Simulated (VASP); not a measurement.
A run of VASP 6.6.1:

INCAR

```
SYSTEM = CdH2O2
PREC = Accurate
ENCUT = 520
EDIFF = 1E-6
ISMEAR = 0
SIGMA = 0.01
LREAL = .FALSE.
LASPH = .TRUE.
NELM = 80
ALGO = Normal
ISIF = 2
LWAVE = .FALSE.
LCHARG = .FALSE.
GGA = PS
NBANDS = 21
```

File KPOINTS:

```
regular mesh
0
G
  6 6 4
  0 0 0
```

Contents of POSCAR:

```
CdH2O2
1.0
    3.5617922789      0.0000000000      0.0000000000
   -1.7808910737      3.0845941997      0.0000000000
    0.0000000000      0.0000000000      4.7040788487
Cd H O
1 2 2
Direct
    0.0000000000      0.0000000000      0.0000000000
    0.6666666667      0.3333333333      0.5509600000
    0.3333333333      0.6666666667      0.4490400000
    0.6666666667      0.3333333333      0.7593700000
    0.3333333333      0.6666666667      0.2406300000
```

Potentials or basis: VASP PAW PBE potentials, release 64 (Cd, H, O).

The run is started by

```console
$ cat potpaw_PBE.64/Cd/POTCAR potpaw_PBE.64/H/POTCAR potpaw_PBE.64/O/POTCAR > POTCAR
$ mpirun -np 1 vasp_std > vasp.out
```

Hardware: 1 thread of AMD EPYC 7R43 64-Core Processor (Zen 3) (shared host).

Q: How long does it take, and how much memory?

A: Run time: 23 s on 1 thread of AMD EPYC 7R43 64-Core Processor (Zen 3), on a shared host, peak memory 0.14 GiB. Counts: scf iterations 14, k points 24.
